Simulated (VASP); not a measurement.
Write the native input for VASP 6.6.1 that does the following.

```yaml
Task: single point
Functional: PBE
Potentials_or_basis: VASP PAW PBE potentials, release 64 (Al, Ni)
Cutoff: 600 eV
k_mesh: 10 × 10 × 10
Occupations: gaussian, width 0.1 eV
Spin: no spin polarisation
Dipole_correction: no
Further_INCAR_settings: ALGO = Normal; EDIFF = 1e-06; NBANDS = 43
```

The structure of AlNi3 lies in POSCAR:

```
AlNi3
1.0
    0.0000000000      3.5651272398      3.5651272398
    3.5651272398      0.0000000000      3.5651272398
    3.5651272398      3.5651272398      0.0000000000
Al Ni
2 6
Direct
    0.0000000000      0.0000000000      0.0000000000
    0.5000000000      0.5000000000      0.5000000000
    0.5000000000      0.0000000000      0.0000000000
    0.0000000000      0.5000000000      0.0000000000
    0.0000000000      0.0000000000      0.5000000000
    1.0000000000      0.5000000000      0.5000000000
    0.5000000000      1.0000000000      0.5000000000
    0.5000000000      0.5000000000      1.0000000000
```

One way to write it, as run:

INCAR

```
  ALGO = Normal
  EDIFF = 1E-6
  ENCUT = 600
  GGA = PE
  GGA_COMPAT = False
  ISIF = 2
  ISMEAR = 0
  LASPH = True
  LCHARG = False
  LREAL = False
  LWAVE = False
  NBANDS = 43
  NELM = 120
  PREC = Accurate
  SIGMA = 0.1
```

KPOINTS

```
k-points
0
Gamma
  10 10 10
```

Potentials or basis: VASP PAW PBE potentials, release 64 (Al, Ni).

Run with:

```sh
$ cat potpaw_PBE.64/Al/POTCAR potpaw_PBE.64/Ni/POTCAR > POTCAR
$ mpirun -np 1 vasp_std > vasp.out
```

Results of the run:

| Quantity | Value |
| --- | --- |
| Pressure | 0.0 GPa |
| Band gap on the k mesh | zero (bands 33 and 34 overlap by 0.86 eV) |

Run time: 6 min on 1 thread of Oxide Virtual Turin-like Processor (shared host), peak memory 0.3 GiB.
